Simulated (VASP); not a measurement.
# BN (Cm) in VASP: further runs, part 2 of 2

VASP 6.6.1. Earlier steps stand in the parts before.

## 3. Single point, PBE+D3(BJ) (atom 3 (N) moved by (+0.600, -0.600) A along y and z)

INCAR

```
PREC     = Accurate       # precision mode
ENCUT    = 520            # plane-wave cutoff, eV
EDIFF    = 1E-6           # SCF threshold, eV
ISMEAR   = 0              # smearing method
SIGMA    = 0.05           # smearing width, eV
LREAL    = F              # projectors in reciprocal space
LASPH    = T              # aspherical terms in the spheres
NELM     = 100            # most SCF steps
ALGO     = Normal         # electronic algorithm
ISIF     = 2              # what is computed and relaxed
LWAVE    = F              # write WAVECAR
LCHARG   = T              # write CHGCAR
GGA      = PE             # functional
IVDW     = 12             # dispersion correction
LELF     = T              # ELF
LVHAR    = T            
NBANDS   = 16             # bands
```

KPOINTS

```
regular mesh
0
Gamma
  12 12 4
```

POSCAR

```
BN
1.0
    2.5064381059      0.0000000000      0.0000000000
   -1.2532190530      2.1706390727      0.0000000000
    0.0000000000      0.0000000000      6.6168468515
B N
2 2
Direct
    0.3333333333      0.6666666667      0.2500000000
    0.6666666667      0.3333333333      0.7500000000
    0.4715414785      0.9430829569      0.6593223686
    0.6666666667      0.3333333333      0.2500000000
```

Potentials or basis: VASP PAW PBE potentials, release 64 (B, N).

Command:

```sh
> cat potpaw_PBE.64/B/POTCAR potpaw_PBE.64/N/POTCAR > POTCAR
> mpirun -np 1 vasp_std > vasp.out
```

OUTCAR:

```text
PREC = Accurate
   ENCUT = 520
   EDIFF = 1E-6
   ISMEAR = 0
   LREAL = F
   LASPH = T
   NELM = 100
   ISIF = 2
   GGA = PE
   IVDW = 12
 IVDW          = 12

 ion  position               nearest neighbor table
   1  0.333  0.667  0.250-   4 1.45   4 1.45   4 1.45
   2  0.667  0.333  0.750-   3 1.04   3 1.92   3 1.92
   3  0.472  0.943  0.659-   2 1.04   2 1.92   2 1.92
   4  0.667  0.333  0.250-   1 1.45   1 1.45   1 1.45

  LATTYP: Found a hexagonal cell.
 ALAT       =     2.5064381059
[... 652 lines left out ...]

 Edisp (eV)   -0.61390

 E8    (eV) :    -0.1804

  FORCE on cell =-STRESS in cart. coord.  units (eV):
  Direction    XX          YY          ZZ          XY          YZ          ZX
  --------------------------------------------------------------------------------------
  -------------------------------------------------------------------------------------
  Total       4.05647    26.62843     9.87663    -0.00000    20.44134    -0.00000
  in kB     180.53567  1185.11511   439.56541    -0.00000   909.75440    -0.00000
  external pressure =      601.74 kB  Pullay stress =        0.00 kB

 VOLUME and BASIS-vectors are now :
 -----------------------------------------------------------------------------
  energy-cutoff  :      520.00
  volume of cell :       36.00
      direct lattice vectors                 reciprocal lattice vectors
     2.506438106  0.000000000  0.000000000     0.398972549  0.230346909  0.000000000
    -1.253219053  2.170639073  0.000000000     0.000000000  0.460693817  0.000000000
     0.000000000  0.000000000  6.616846852     0.000000000  0.000000000  0.151129386

 POSITION                                       TOTAL-FORCE (eV/Angst)
 -----------------------------------------------------------------------------------
     -0.00000      1.44709      1.65421         0.000000     -0.004442      0.365691
      1.25322      0.72355      4.96264        -0.000000     34.455801     16.704640
      0.00000      2.04709      4.36264         0.000000    -34.571021    -16.289926
      1.25322      0.72355      1.65421        -0.000000      0.119662     -0.780405
 -----------------------------------------------------------------------------------
    total drift:                               -0.000002     -0.000126     -0.000227

  FREE ENERGIE OF THE ION-ELECTRON SYSTEM (eV)
  ---------------------------------------------------
  free  energy   TOTEN  =       -26.4028124935 eV

  energy  without entropy=      -26.4028124855  energy(sigma->0) =      -26.40281249
```

stdout:

```text
POSCAR found type information on POSCAR B N
 POSCAR found :  2 types and       4 ions
 scaLAPACK will be used
 LDA part: xc-table for (Slater+PW92), standard interpolation
 POSCAR, INCAR and KPOINTS ok, starting setup
 FFT: planning ... GRIDC
 FFT: planning ... GRID_SOFT
 FFT: planning ... GRID
 WAVECAR not read
 entering main loop
```

It took 96 s on 1 thread of Intel Xeon Platinum 8259CL at 2.50GHz (Skylake/Cascade Lake), shared host; peak memory 0.21 GiB.

Results:

```
Free energy                : -26.4028 eV
Pressure                   : 60.2 GPa
Largest force              : 38.292 eV/Å
Band gap on the k mesh     : 0.32 eV, indirect (least direct gap 1.28 eV)
Dispersion energy per atom : -0.153 eV
```

Forces on the atoms (eV/Å):
```
B     0.000  -0.004   0.366
B     0.000  34.456  16.705
N     0.000 -34.571 -16.290
N     0.000   0.120  -0.780
```

Caveat: the cell differs from its parent crystal (atom 3 (N) moved by (+0.600, -0.600) A along y and z); forces of over 1 eV/Å act on the atoms, so gaps and moduli don't describe the material at rest. A k mesh can miss the band edges.

## 4. Single point, PBE+D3(BJ) (atom 3 (N) moved by (-0.600, -0.300) A along y and z)

INCAR

```
SYSTEM = BN
ALGO = Normal
EDIFF = 1E-7
ENCUT = 520
GGA = PE
ISIF = 2
ISMEAR = 0
IVDW = 12
LASPH = .True.
LCHARG = .False.
LREAL = .False.
LWAVE = .False.
NBANDS = 16
NELM = 60
PREC = Accurate
SIGMA = 0.05
```

KPOINTS

```
k-points
0
Gamma
  12 12 4
  0 0 0
```

Edit POSCAR of step 3 so:

```diff
@@ -10,3 +10,3 @@
     0.6666666667      0.3333333333      0.7500000000
-    0.4715414785      0.9430829569      0.6593223686
+    0.1951251882      0.3902503764      0.7046611843
     0.6666666667      0.3333333333      0.2500000000
```

Command:

```sh
> cat potpaw_PBE.64/B/POTCAR potpaw_PBE.64/N/POTCAR > POTCAR
> mpirun -np 1 vasp_std > vasp.out
```

Wall time 95 s (1 thread of Intel Xeon Platinum 8259CL at 2.50GHz (Skylake/Cascade Lake), shared host); peak memory 0.21 GiB.

The run converged. Its results:

| Property | Result |
| --- | --- |
| Free energy | -32.8534 eV |
| Pressure | 21.4 GPa |
| Largest force | 2.401 eV/Å |
| Band gap on the k mesh | 1.01 eV, indirect (least direct gap 2.13 eV) |
| Dispersion energy per atom | -0.147 eV |

Forces on the atoms (eV/Å):
```
B    0.000 -0.020  0.203
B    0.000 -2.056 -1.096
N    0.000  2.061  1.233
N    0.000  0.016 -0.340
```

Stress tensor (GPa, compression positive):
```
37.15  0.00  0.00
 0.00 29.27 -2.63
 0.00 -2.63 -2.22
```

Levels at points of the mesh, in eV from the valence-band top:
| k point | band 6 | band 7 | band 8 | band 9 | band 10 | band 11 |
| --- | --- | --- | --- | --- | --- | --- |
| (0.00, 0.00, 0.00) | -3.44 | -3.44 | -0.05 | 2.09 | 8.43 | 8.94 |
| (0.50, 0.00, 0.00) | -3.25 | -2.75 | -2.09 | 1.26 | 2.81 | 3.02 |
| (0.00, 0.50, 0.00) | -6.23 | -4.62 | -2.69 | 2.32 | 6.09 | 7.38 |
| (0.00, 0.00, 0.50) | -3.44 | -3.44 | -0.05 | 3.50 | 6.39 | 9.07 |
| (0.50, 0.00, 0.50) | -3.06 | -2.76 | -2.09 | 1.01 | 2.42 | 3.16 |
| (0.00, 0.50, 0.50) | -6.23 | -4.37 | -3.04 | 2.65 | 5.82 | 6.93 |

Caveat: the cell differs from its parent crystal (atom 3 (N) moved by (-0.600, -0.300) A along y and z); forces of over 1 eV/Å act on the atoms, so gaps and moduli don't describe the material at rest.
